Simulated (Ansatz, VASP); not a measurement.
# Two plane-wave programs on C

File INCAR:

```
SYSTEM = C
ALGO = Normal
EDIFF = 1E-6
ENCUT = 520
GGA = PE
ISIF = 2
ISMEAR = 0
IVDW = 12
LASPH = .True.
LCHARG = .False.
LREAL = .False.
LWAVE = .False.
NBANDS = 11
NELM = 100
PREC = Accurate
SIGMA = 0.05
```

KPOINTS

```
k-points
0
Gamma
  15 15 15
  0 0 0
```

Contents of POSCAR:

```
C
1.0
    1.2016689031      0.6937838646      3.2769132065
   -1.2016689031      0.6937838646      3.2769132065
    0.0000000000     -1.3875677293      3.2769132064
C
2
Direct
    0.1722488039      0.1722488039      0.1722488039
    0.8277511961      0.8277511961      0.8277511961
```

Input for Ansatz:

```yaml
crystal:
  lattice:
    - [1.2016689031, 0.6937838646, 3.2769132065]
    - [-1.2016689031, 0.6937838646, 3.2769132065]
    - [0.0, -1.3875677293, 3.2769132064]
  atoms:
    - { symbol: C, position: [0.1722488039, 0.1722488039, 0.1722488039] }
    - { symbol: C, position: [0.8277511961, 0.8277511961, 0.8277511961] }
basis:
  ecutwfc: 520.0
kpoints:
  mp_grid: { grid: [15, 15, 15] }
hamiltonian:
  xc: pbe
  pseudopotentials: { kind: paw, azcp: { folder: soft_1 } }
  dispersion: d3bj
scf:
  occupations: { method: gaussian, width: 0.05 }
output:
  forces: true
  stress: true
  eigenvalues: true
  write_density: true
  write_potential: true
  elf: true
  volumetric_format: npy
```

Change from the starting cell: mode 4 frozen in at +0.057 Å, equal normal strain along x, y and z -0.0250.

Alike in both runs: task single point; functional PBE; dispersion D3(BJ); k mesh 15 × 15 × 15; occupations gaussian, width 0.05 eV; no spin polarisation.

|  | VASP | Ansatz |
| --- | --- | --- |
| version | VASP 6.6.1 | Ansatz 0.2.0 |
| potentials or method | VASP PAW PBE potentials, release 64 (C), cutoff 520 eV | scalar-relativistic, plane waves, PAW |
| valence electrons in the cell | 8 | 8 |

```tsv
	VASP	Ansatz	Ansatz less VASP
gap on the k mesh at the Fermi level (eV)	0.54	0.54	-0.001
least direct gap on the mesh (eV)	0.54	0.54	-0.001
pressure (GPa)	25.4	25.0	-0.49
traceless stress, the component that is largest in VASP (GPa)	-26.37	-25.78	+0.590
rms of the force components (eV/Å)	1.044	1.048	+0.0036
```

Atom by atom the forces differ by 0.004 eV/Å (rms over components).
